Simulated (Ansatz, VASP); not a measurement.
# Sb2Pt: VASP beside Ansatz

```xyz
12
Lattice="6.4423 0.0000 0.0000 0.0000 6.4423 0.0000 0.0000 0.0000 6.4423" Properties=species:S:1:pos:R:3 pbc="T T T"
Sb    2.4178    2.4178    2.4178
Sb    0.8034    4.0245    5.6389
Sb    5.6389    0.8034    4.0245
Sb    4.0245    5.6389    0.8034
Sb    4.0245    4.0245    4.0245
Sb    5.6389    2.4178    0.8034
Sb    0.8034    5.6389    2.4178
Sb    2.4178    0.8034    5.6389
Pt    0.0000    0.0000    0.0000
Pt    3.2212    0.0000    3.2212
Pt    3.2212    3.2212    0.0000
Pt    0.0000    3.2212    3.2212
```

Alike in both runs: task single point; functional r2SCAN; k mesh 4 × 4 × 4; occupations gaussian, width 0.1 eV; no spin polarisation.

|  | VASP | Ansatz |
| --- | --- | --- |
| version | VASP 6.6.1 | Ansatz 0.2.0 |
| potentials or method | VASP PAW PBE potentials, release 64 (Sb, Pt), cutoff 520 eV | scalar-relativistic, plane waves, PAW |
| valence electrons in the cell | 80 | 192 |

Ansatz gave:

- gap on the k mesh at the Fermi level (eV): 0.06
- least direct gap on the mesh (eV): 0.32
- pressure (GPa): 3.7
- rms of the force components (eV/Å): 0.005

Question: Estimate VASP's values.

Answer: gap on the k mesh at the Fermi level (eV): 0.06; least direct gap on the mesh (eV): 0.32; pressure (GPa): 3.5; rms of the force components (eV/Å): 0.012.

VASP's potentials were made for PBE, not for r2SCAN. Atom by atom the forces differ by 0.016 eV/Å (rms over components). VASP's potentials hold 80 valence electrons a cell and Ansatz's 192, so a difference there can come from the potentials and not from the codes.

Spin-orbit coupling is off throughout.
